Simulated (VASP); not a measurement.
# In2GeS2 (P-3m1) in VASP: further runs, part 2 of 2

VASP 6.6.1. The steps go on from the part before.

### 4 Relaxation of cell and atoms, PBE

Input file INCAR:

```
SYSTEM = In2GeS2
ALGO = Normal
EDIFF = 1E-7
EDIFFG = -0.04
ENCUT = 600
GGA = PE
IBRION = 2
ISIF = 3
ISMEAR = 0
LASPH = .TRUE.
LCHARG = .FALSE.
LREAL = .FALSE.
LWAVE = .FALSE.
NELM = 80
NSW = 90
PREC = Accurate
SIGMA = 0.1
```

Input file KPOINTS:

```
k-points
0
G
  6 6 2
  0 0 0
```

Input file POSCAR:

```
In2GeS2
1.0
    3.7456654300      0.0000000000      0.0000000000
   -1.8728327100      3.2438414100      0.0000000000
    0.0000000000      0.0000000000     10.1555141200
In Ge S
2 1 2
Direct
    0.6666666700      0.3333333300      0.2917240000
    0.3333333300      0.6666666700      0.7082760000
    0.0000000000      0.0000000000      0.0000000000
    0.6666666700      0.3333333300      0.8726159900
    0.3333333300      0.6666666700      0.1273840100
```

Potentials or basis: VASP PAW PBE potentials, release 64 (In_d, Ge_d, S).

Command:

```console
cat potpaw_PBE.64/In_d/POTCAR potpaw_PBE.64/Ge_d/POTCAR potpaw_PBE.64/S/POTCAR > POTCAR
mpirun -np 1 vasp_std > vasp.out
```

OUTCAR:

```text
SYSTEM = In2GeS2
   EDIFF = 1E-7
   EDIFFG = -0.04
   ENCUT = 600
   GGA = PE
   IBRION = 2
   ISIF = 3
   ISMEAR = 0
   LASPH = .TRUE.
   LREAL = .FALSE.
   NELM = 80
   NSW = 90
   PREC = Accurate

 ion  position               nearest neighbor table
   1  0.667  0.333  0.292-   5 2.73   5 2.73   5 2.73
   2  0.333  0.667  0.708-   4 2.73   4 2.73   4 2.73
   3  0.000  0.000  0.000-   4 2.52   5 2.52   5 2.52   4 2.52   4 2.52   5 2.52
   4  0.667  0.333  0.873-   3 2.52   3 2.52   3 2.52   2 2.73   2 2.73   2 2.73
   5  0.333  0.667  0.127-   3 2.52   3 2.52   3 2.52   1 2.73   1 2.73   1 2.73

  LATTYP: Found a hexagonal cell.
 ALAT       =     3.7456654300
 C/A-ratio  =     2.7112710171

  Lattice vectors:

 A1 = (   3.7456654300,   0.0000000000,   0.0000000000)
 A2 = (  -1.8728327100,   3.2438414100,   0.0000000000)
 A3 = (   0.0000000000,   0.0000000000,  10.1555141200)

Analysis of symmetry for initial positions (statically):
=====================================================================
 Subroutine PRICEL returns:
 Original cell was already a primitive cell.

 Routine SETGRP: Setting up the symmetry group for a
 hexagonal supercell.

 Subroutine GETGRP returns: Found 12 space group operations
 (whereof 12 operations were pure point group operations)
 out of a pool of 24 trial point group operations.

The static configuration has the point symmetry D_3d.

Analysis of symmetry for dynamics (positions and initial velocities):
=====================================================================
 Subroutine PRICEL returns:
 Original cell was already a primitive cell.

 Routine SETGRP: Setting up the symmetry group for a
 hexagonal supercell.

 Subroutine GETGRP returns: Found 12 space group operations
 (whereof 12 operations were pure point group operations)
 out of a pool of 24 trial point group operations.

The dynamic configuration has the point symmetry D_3d.

 Subroutine INISYM returns: Found 12 space group operations
 (whereof 12 operations are pure point group operations),
 and found     1 'primitive' translations

----------------------------------------------------------------------------------------

                                     Primitive cell

  volume of cell :     123.3930

  direct lattice vectors                    reciprocal lattice vectors
     3.745665430  0.000000000  0.000000000     0.266975259  0.154138238  0.000000000
    -1.872832710  3.243841410  0.000000000     0.000000000  0.308276476  0.000000000
     0.000000000  0.000000000 10.155514120     0.000000000  0.000000000  0.098468673

  length of vectors
     3.745665430  3.745665422 10.155514120     0.308276476  0.308276476  0.098468673

  position of ions in fractional coordinates (direct lattice)
     0.666666670  0.333333330  0.291724000
     0.333333330  0.666666670  0.708276000
     0.000000000  0.000000000  0.000000000
     0.666666670  0.333333330  0.872615990
     0.333333330  0.666666670  0.127384010

  ion indices of the primitive-cell ions
   primitive index   ion index
                 1           1
                 2           2
                 3           3
                 4           4
[... 46 lines left out ...]
   total plane-waves  NPLWV =  75600
   dimension x,y,z NGX =    30 NGY =   30 NGZ =   84
   dimension x,y,z NGXF=    60 NGYF=   60 NGZF=  168
   ions per type =               2   1   2
   NGX,Y,Z   is equivalent  to a cutoff of  13.32, 13.32, 13.75 a.u.
   NGXF,Y,Z  is equivalent  to a cutoff of  26.63, 26.63, 27.50 a.u.
 SYSTEM =  In2GeS2
   PREC   = accura    normal or accurate (medium, high low for compatibility)
   ISTART =      0    job   : 0-new  1-cont  2-samecut
   ICHARG =      2    charge: 1-file 2-atom 10-const
   ISPIN  =      1    spin polarized calculation?
   LNONCOLLINEAR =      F non collinear calculations
   LSORBIT =      F    spin-orbit coupling
   LASPH  =      T    aspherical Exc in radial PAW
   ENCUT  =  600.0 eV  44.10 Ry    6.64 a.u.   7.48  7.48 20.28*2*pi/ulx,y,z
   NELM   =     80;   NELMIN=  2; NELMDL= -5     # of ELM steps
   EDIFF  = 0.1E-06   stopping-criterion for ELM
   LREAL  =      F    real-space projection
   EDIFFG = -.4E-01   stopping-criterion for IOM
   NSW    =     90    number of steps for IOM
   IBRION =      2    ionic relax: 0-MD 1-quasi-New 2-CG
   NFREE  =      1    steps in history (QN), initial steepest desc. (CG)
   ISIF   =      3    stress and relaxation
   ISYM   =      2    0-nonsym 1-usesym 2-fastsym
   POTIM  = 0.5000    time-step for ionic-motion
   TEBEG  =    0.0;   TEEND  =   0.0 temperature during run
   PSTRESS=    0.0 pullay stress
   NELECT =      52.0000    total number of electrons
   NUPDOWN=      -1.0000    fix difference up-down
   EMIN   =  10.00;   EMAX   =-10.00  energy-range for DOS
   EFERMI =   0.00;   METHOD = LEGACY
   ISMEAR =     0;   SIGMA  =   0.10  broadening in eV -4-tet -1-fermi 0-gaus
   EFERMI_NEDOS =   21; number of points for ismear=-14 and -15
   IALGO  =     38    algorithm
   IMIX   =      4    mixing-type and parameters
     AMIX     =   0.40;   BMIX     =  1.00
     AMIX_MAG =   1.60;   BMIX_MAG =  1.00
  volume/ion in A,a.u.               =      24.68       166.54
  Fermi-wavevector in a.u.,A,eV,Ry     =   1.227380  2.319412 20.496662  1.506462
  Thomas-Fermi vector in A             =   2.362346
   LORBIT       =      0    0 simple, 1 ext, 2 COOP (PROOUT), +10 PAW based schemes
   GGA     = PE    functional components
   LHFCALC =     F    Hartree Fock is set to
   AEXX    =    0.0000 exact exchange contribution
   IVDW    =     0    specifies the selected vdW correction
   LEPSILON=     F    determine dielectric tensor
   LRPA    =     F    only Hartree local field effects (RPA)
 conjugate gradient relaxation of ions
 non-spin polarized calculation
 Gauss-broadening in eV      SIGMA  =   0.10
  energy-cutoff  :      600.00
  volume of cell :      123.39
 maximum number of plane-waves:      4146
 NGX is ok and might be reduce to    30
   NGX = 15   NGY = 15   NGZ = 41

--------------------------------------- Ionic step        1  -------------------------------------------

 number of electron      51.9999993 magnetization

 Free energy of the ion-electron system (eV)
  ---------------------------------------------------
  ext. energy  EPLUGINS =         0.00000000
  ---------------------------------------------------
  free energy    TOTEN  =       -18.20730271 eV

  energy without entropy =      -18.20585125  energy(sigma->0) =      -18.20657698

------------------------ aborting loop because EDIFF is reached ----------------------------------------

  FORCE on cell =-STRESS in cart. coord.  units (eV):
  Direction    XX          YY          ZZ          XY          YZ          ZX
  --------------------------------------------------------------------------------------
  -------------------------------------------------------------------------------------
  Total        6.5086114      6.5086114      8.7910622      0.0000000     -0.0000000      0.0000000
  in kB       84.5100606     84.5100602    114.1461908      0.0000001     -0.0000000      0.0000000
  external PRESSURE =      94.3887706 kB  Pullay stress =       0.0000000 kB
[... 98 lines left out ...]
  FREE ENERGIE OF THE ION-ELECTRON SYSTEM (eV)
  ---------------------------------------------------
  free  energy   TOTEN  =       -18.9111014447 eV

  energy  without entropy=      -18.9110989122  energy(sigma->0) =      -18.91110018

 E-fermi :   4.8284     XC(G=0):  -9.2040

 val. band max:        4.4306000880   @ k =   0.5000   0.0000   0.0000
 cond. band min:       4.8680400871   @ k =   0.5000   0.0000   0.5000
 fundamental gap:      0.4374399991
 Fermi energy:         4.8283922243

 k-point     1 :       0.0000    0.0000    0.0000
  band No.  band energies     occupation
      1     -20.0175      2.00000
      2     -20.0170      2.00000
      3     -20.0170      2.00000
      4     -20.0106      2.00000
      5     -20.0106      2.00000
      6      -9.5589      2.00000
[... 465 lines left out ...]
     30       7.3379      0.00000
     31       7.8146      0.00000

[... ionic steps 4 to 27 ...]

--------------------------------------- Ionic step       28  -------------------------------------------

 number of electron      52.0000006 magnetization

------------------------ aborting loop because EDIFF is reached ----------------------------------------
[... 73 lines left out ...]
--------------------------------------- Ionic step       30  -------------------------------------------

 number of electron      52.0000001 magnetization

 Free energy of the ion-electron system (eV)
  ---------------------------------------------------
  ext. energy  EPLUGINS =         0.00000000
  ---------------------------------------------------
  free energy    TOTEN  =       -19.13106014 eV

  energy without entropy =      -19.12522580  energy(sigma->0) =      -19.12814297

 E-fermi :   5.5110     XC(G=0):  -9.6263

 val. band max:        5.5061056582   @ k =   0.5000   0.0000   0.5000
 cond. band min:       5.5895216531   @ k =   0.3333   0.3333   0.5000
 fundamental gap:      0.0834159949
 Fermi energy:         5.5109965460

 k-point     1 :       0.0000    0.0000    0.0000
  band No.  band energies     occupation
      1     -19.4238      2.00000
      2     -19.4238      2.00000
      3     -19.4231      2.00000
      4     -19.4194      2.00000
      5     -19.4194      2.00000
      6      -8.9049      2.00000
[... 497 lines left out ...]
  FREE ENERGIE OF THE ION-ELECTRON SYSTEM (eV)
  ---------------------------------------------------
  free  energy   TOTEN  =       -19.1310601448 eV

  energy  without entropy=      -19.1252257953  energy(sigma->0) =      -19.12814297

 reached required accuracy - stopping structural energy minimisation
```

Run time: 16 min. Hardware: 1 thread of AMD EPYC 9R45 (Zen 5), shared host; peak memory 0.28 GiB.

What came out:

| Quantity | Value |
| --- | --- |
| Free energy | -19.1311 eV |
| Relaxed volume | 24.77 Å³/atom |
| Relaxed cell | a = 3.911 Å, b = 3.911 Å, c = 9.351 Å, α = 90.00°, β = 90.00°, γ = 120.00° |
| Space group after relaxing (to 0.1 Å) | P-3m1 (No. 164) |
| Energy gained by relaxing | 184.8 meV/atom |
| Ionic steps | 30 |
| Pressure after relaxing | 0.1 GPa |
| Largest force after relaxing | 0.032 eV/Å |
| Band gap on the k mesh | zero (bands 26 and 27 overlap by 0.63 eV) |

Forces on the atoms (eV/Å):
```
In   0.000  0.000  0.032
In   0.000  0.000 -0.032
Ge   0.000  0.000  0.000
S    0.000  0.000 -0.029
S    0.000  0.000  0.029
```

The path:
| step | energy change (eV) | largest force (eV/Å) | pressure (GPa) | volume (Å³) |
| --- | --- | --- | --- | --- |
| 1 | 0.0000 | 1.2793 | 9.44 | 123.39 |
| 2 | -0.6897 | 0.5455 | -1.17 | 151.20 |
| 3 | -0.7038 | 0.5723 | -0.17 | 147.02 |
| 4 | -0.7347 | 0.3911 | -0.14 | 146.88 |
| 5 | -0.7619 | 0.1033 | -0.03 | 146.59 |
| 6 | -0.7623 | 0.1241 | 0.01 | 146.55 |
| 7 | -0.7645 | 0.0789 | -0.11 | 146.56 |
| 8 | -0.7653 | 0.0291 | -0.24 | 146.57 |
| 9 | -0.7668 | 0.0435 | -0.05 | 145.39 |
| 10 | -0.7671 | 0.0553 | 0.10 | 144.44 |
| 11 | -0.7688 | 0.0551 | 0.11 | 143.92 |
| 12 | -0.7743 | 0.0581 | 0.14 | 142.39 |
| 13 | -0.7868 | 0.1067 | 0.22 | 139.33 |
| 14 | -0.8185 | 0.2122 | 0.42 | 133.24 |
| 15 | -0.8650 | 0.4274 | 1.65 | 121.19 |
| 16 | -0.8655 | 0.4282 | 1.64 | 121.13 |
| 17 | -0.8667 | 0.4317 | 1.63 | 120.93 |
| 18 | -0.8688 | 0.4384 | 1.59 | 120.54 |
| 19 | -0.8722 | 0.4526 | 1.50 | 119.75 |
| 20 | -0.8749 | 0.4862 | 1.41 | 118.18 |
| 21 | -0.8752 | 0.4755 | 1.42 | 118.67 |
| 22 | -0.8753 | 0.4797 | 1.41 | 118.47 |
| 23 | -0.8786 | 0.4673 | 1.32 | 118.73 |
| 24 | -0.8878 | 0.4307 | 1.06 | 119.50 |
| 25 | -0.9018 | 0.3595 | 0.55 | 121.04 |
| 26 | -0.9147 | 0.2275 | -0.31 | 124.18 |
| 27 | -0.9150 | 0.2061 | -0.44 | 124.72 |
| 28 | -0.9182 | 0.1704 | -0.35 | 124.54 |
| 29 | -0.9235 | 0.0610 | -0.04 | 124.00 |
| 30 | -0.9238 | 0.0316 | 0.06 | 123.84 |

Final structure:
```
In Ge S
1.0
     3.91058    0.00000    0.00000
    -1.95529    3.38666    0.00000
     0.00000    0.00000    9.35100
In Ge S
2 1 2
Direct
  0.66667 0.33333 0.34990
  0.33333 0.66667 0.65010
  0.00000 0.00000 0.00000
  0.66667 0.33333 0.83526
  0.33333 0.66667 0.16474
```

Levels at points of the mesh, in eV from the Fermi level:
```csv
k point,band 23,band 24,band 25,band 26,band 27,band 28,band 29,band 30
"(0.00, 0.00, 0.00)",-2.11,-2.11,-1.14,-0.38,1.77,2.23,2.23,3.00
"(0.50, 0.00, 0.00)",-3.22,-2.45,-2.30,-0.63,0.55,1.59,1.68,2.21
"(0.00, 0.00, 0.50)",-2.10,-2.10,-2.10,0.63,0.71,2.18,2.18,4.54
"(0.50, 0.00, 0.50)",-3.43,-2.50,-2.16,-1.06,0.00,2.33,2.67,3.28
```

Caveat: spin-orbit coupling is left out, which moves the levels of the heavy elements.

### 5 Summary

| task | cell | cutoff (eV) | gap on the mesh (eV) | pressure (GPa) | largest force (eV/Å) |
| --- | --- | --- | --- | --- | --- |
| single point | a = 3.746, b = 3.746, c = 10.156 Å, angles 90.0, 90.0, 120.0°, 5 atoms, atomic positions A | 520 | 0.22 | 9.4 | 1.28 |
| single point | a = 3.913, b = 3.913, c = 9.254 Å, angles 90.0, 90.0, 120.0°, 5 atoms, atomic positions B | 520 | none | -0.1 | 0.01 |
| relaxation of cell and atoms | relaxed from a = 3.746, b = 3.746, c = 10.156 Å, angles 90.0, 90.0, 120.0°, 5 atoms, atomic positions A | 600 | none | 0.1 | 0.03 |

Alike in all rows: level PBE; potentials or basis VASP PAW PBE potentials, release 64 (In_d, Ge_d, S); no spin polarisation; k mesh 6 × 6 × 2; smearing gaussian 0.1 eV.

Caveats: spin-orbit coupling is left out, which moves the levels of the heavy elements; the cell stands under pressure (at least some runs); forces of over 1 eV/Å act on the atoms, so gaps and moduli don't describe the material at rest (at least some runs).

Absolute energies hang on the potentials; compare differences alone.
